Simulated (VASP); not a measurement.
**GaP: single point with PBEsol**

**The experiment to reproduce.**

“Stacking defects in GaP nanowires: Electronic structure and optical properties”, 2018, arxiv:1810.01194 quotes, for a bulk crystal of GaP at 10 K: band gap 2.34 eV (indirect).

The system is GaP.

```
Ga P
1.0
     0.00000    2.72525    2.72525
     2.72525    0.00000    2.72525
     2.72525    2.72525    0.00000
Ga P
1 1
Direct
  0.00000 0.00000 0.00000
  0.75000 0.75000 0.75000
```

```json
{
 "Program": "VASP 6.6.1",
 "Task": "single point",
 "Functional": "PBEsol",
 "Potentials or basis": "VASP PAW PBE potentials, release 64 (Ga_d, P)",
 "Cutoff": "520 eV",
 "k mesh": "10 × 10 × 10, shifted",
 "Occupations": "fermi-dirac, width 0.05 eV",
 "Spin": "no spin polarisation"
}
```

```
Pressure               : -0.6 GPa
Band gap on the k mesh : 1.61 eV (least direct gap 2.06 eV)
```

Levels at points of the mesh, in eV from the valence-band top:
| k point | band 5 | band 6 | band 7 | band 8 | band 9 | band 10 | band 11 | band 12 | band 13 | band 14 |
| --- | --- | --- | --- | --- | --- | --- | --- | --- | --- | --- |
| (0.05, 0.05, 0.05) | -14.40 | -12.45 | -0.36 | 0.00 | 0.00 | 2.06 | 3.92 | 3.94 | 3.94 | 8.78 |

It took 17 min on 1 thread of AMD EPYC 7R43 64-Core Processor (Zen 3) (shared host), peak memory 1.2 GiB.

Against the measured gap of GaP, 2.34 eV (indirect; 10 K; quoted in “Stacking defects in GaP nanowires: Electronic structure and optical properties”, 2018, arxiv:1810.01194), the calculated 1.61 eV is off by -0.73 eV. Spin-orbit coupling on Ga is left out. The value is that of PBEsol on a finite k mesh, which can miss the band edges, without temperature or zero-point motion. Semilocal functionals fall short of measured gaps as a rule.

Caveat: the PAW data sets were made with another functional, which shifts forces and pressure a little; a shifted mesh leaves out Γ, where band edges can lie.
